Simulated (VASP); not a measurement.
# Ti: single point with PBE

The system is Ti.

```xyz
1
Lattice="0.0000 2.0164 2.0164 2.0164 0.0000 2.0164 2.0164 2.0164 0.0000" Properties=species:S:1:pos:R:3 pbc="T T T"
Ti    0.0000    0.0000    0.0000
```

This cell differs from its parent crystal: volume scaled by 0.98.

| Item | Value |
| --- | --- |
| Program | VASP 6.6.1 |
| Task | single point |
| Functional | PBE |
| Potentials or basis | VASP PAW PBE potentials, release 64 (Ti_sv) |
| Cutoff | 520 eV |
| k mesh | 11 × 11 × 11 |
| Occupations | fermi-dirac, width 0.05 eV |
| Spin | no spin polarisation |
| Dipole correction | no |
| Further INCAR settings | ALGO = Fast; EDIFF = 1e-06; NBANDS = 12 |

The pressure is 6.3 GPa and the band gap on the k mesh is zero (band 6 reaches 9.77 eV, above the bottom of band 7 at 8.56 eV).

Levels at points of the mesh, in eV from the Fermi level:
```
           k point  band 4  band 5  band 6  band 7  band 8  band 9
(0.00, 0.00, 0.00)  -32.39   -6.23    0.92    0.92    0.92    2.68
```

Wall time 8.8 s on 1 thread of Intel(R) Xeon(R) 6975P-C (Granite Rapids) (shared host), peak memory 0.13 GiB.
